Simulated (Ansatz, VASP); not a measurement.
# Sc in VASP and in Ansatz

File INCAR:

```
SYSTEM = Sc
PREC     = Accurate       ! precision mode
ENCUT    = 520            ! plane-wave cutoff, eV
EDIFF    = 1E-6           ! SCF threshold, eV
ISMEAR   = 0              ! smearing method
SIGMA    = 0.15           ! smearing width, eV
LREAL    = .False.        ! projectors in reciprocal space
LASPH    = .True.         ! aspherical terms in the spheres
NELM     = 80             ! most SCF steps
ALGO     = Fast           ! electronic algorithm
ISIF     = 2              ! what is computed and relaxed
LWAVE    = .False.        ! write WAVECAR
LCHARG   = .False.        ! write CHGCAR
GGA      = PE             ! functional
NBANDS   = 18             ! bands
```

KPOINTS

```
Automatic mesh
0
Gamma
  18 18 10
  0 0 0
```

POSCAR

```
Sc
1.0
    3.3584298657      0.0000000000      0.0000000000
   -1.6792149328      2.9084855806      0.0000000000
    0.0000000000      0.0000000000      5.3470200000
Sc
2
Direct
    0.3333333333      0.6666666667      0.2500000000
    0.6666666667      0.3333333333      0.7500000000
```

Input for Ansatz:

```yaml
crystal:
  lattice:
    - [3.3584298657, 0.0, 0.0]
    - [-1.6792149328, 2.9084855806, 0.0]
    - [0.0, 0.0, 5.34702]
  atoms:
    - { symbol: Sc, position: [0.3333333333, 0.6666666667, 0.25] }
    - { symbol: Sc, position: [0.6666666667, 0.3333333333, 0.75] }
basis:
  ecutwfc: 420
kpoints:
  mp_grid: { grid: [18, 18, 10] }
hamiltonian:
  xc: pbe
scf:
  occupations: { method: gaussian, width: 0.15 }
output:
  forces: true
  stress: true
  eigenvalues: true
  write_density: true
  write_potential: true
  elf: true
  volumetric_format: npy
```

Change from the starting cell: strain +0.015 along x and y, +0.015 along z, atoms carried along.

Alike in both runs: task single point; functional PBE; k mesh 18 × 18 × 10; occupations gaussian, width 0.15 eV; no spin polarisation.

|  | VASP | Ansatz |
| --- | --- | --- |
| version | VASP 6.6.1 | Ansatz 0.2.0 |
| potentials or method | VASP PAW PBE potentials, release 64 (Sc_sv), cutoff 520 eV | scalar-relativistic, plane waves, PAW |
| valence electrons in the cell | 22 | 22 |

```csv
,VASP,Ansatz,Ansatz less VASP
gap on the k mesh at the Fermi level (eV),none,none,-
pressure (GPa),-2.7,-2.8,-0.04
"traceless stress, the component that is largest in VASP (GPa)",-0.87,-0.88,0.000
```

A gap of «none» marks a metal or a gap that the smearing closes. With one functional, cell and mesh, what is left measures potentials, basis and numerics.
